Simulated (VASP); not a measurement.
The system is HfO2.

```
Hf O
1.0
     0.00000    2.52293    2.52293
     2.52293    0.00000    2.52293
     2.52293    2.52293    0.00000
Hf O
1 2
Direct
  0.00000 0.00000 0.00000
  0.75000 0.75000 0.75000
  0.25000 0.25000 0.25000
```

Base run:

| Property | Result |
| --- | --- |
| Program | VASP 6.6.1 |
| Functional | r2SCAN |
| Potentials or basis | VASP PAW PBE potentials, release 64 (Hf_pv, O) |
| Cutoff | 520 eV |
| k mesh | 9 × 9 × 9 |
| Occupations | fermi-dirac, width 0.05 eV |
| Spin | no spin polarisation |

Its results: band gap on the k mesh 4.45 eV, indirect (least direct gap 4.56 eV); pressure -2.0 GPa.

After a change of settings the same cell gave: band gap on the k mesh 3.82 eV, indirect (least direct gap 3.95 eV); pressure -4.0 GPa. Which change was it?
A. functional from r2SCAN to BLYP; dispersion from none to D4
B. functional from r2SCAN to PBEsol
C. functional from r2SCAN to LDA; potentials or basis from VASP PAW PBE potentials, release 64 (Hf_pv, O) to VASP PAW LDA potentials, release 64 (Hf_pv, O)
D. functional from r2SCAN to RPBE; further incar settings from ALGO = Normal; EDIFF = 1e-06; NBANDS = 18 to ALGO = Normal; EDIFF = 1e-07; NBANDS = 18

B.

r2SCAN gives the wider gap, since meta-GGAs in the generalised Kohn-Sham scheme recover part of the derivative discontinuity.

Caveats: the PAW data sets were made with another functional, which shifts forces and pressure a little; spin-orbit coupling is left out, which moves the levels of the heavy elements.
